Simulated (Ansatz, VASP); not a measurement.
**Hf in VASP and in Ansatz**

```
Hf
1.0
     2.61530    0.00000    0.00000
     0.00000    2.61530    0.00000
     0.00000    0.00000    2.61530
Hf
1
Cartesian
  0.0000 0.0000 0.0000
```

Change from the starting cell: volume scaled by 0.76, PAW files.

Alike in both runs: task single point; functional PBEsol; k mesh 13 × 13 × 13; occupations fermi-dirac, width 0.08 eV; no spin polarisation.

```csv
,VASP,Ansatz
version,VASP 6.6.1,Ansatz 0.2.0
potentials or method,"VASP PAW PBE potentials, release 64 (Hf_pv)","PAW with Ansatz's default frozen-core files, scalar-relativistic"
plane-wave cutoff (eV),520,420
valence electrons in the cell,10,26
```

|  | VASP | Ansatz | Ansatz less VASP |
| --- | --- | --- | --- |
| pressure (GPa) | 36.0 | 36.8 | +0.75 |

VASP's potentials were made for PBE, not for PBEsol. Both programs put the cell under a high pressure, so it lies far from rest at this level. The functional is the same, so the differences come from potentials, cutoffs and numerics. VASP's potentials hold 10 valence electrons a cell and Ansatz's 26, so a difference there can come from the potentials and not from the codes.

Spin-orbit coupling is off throughout.
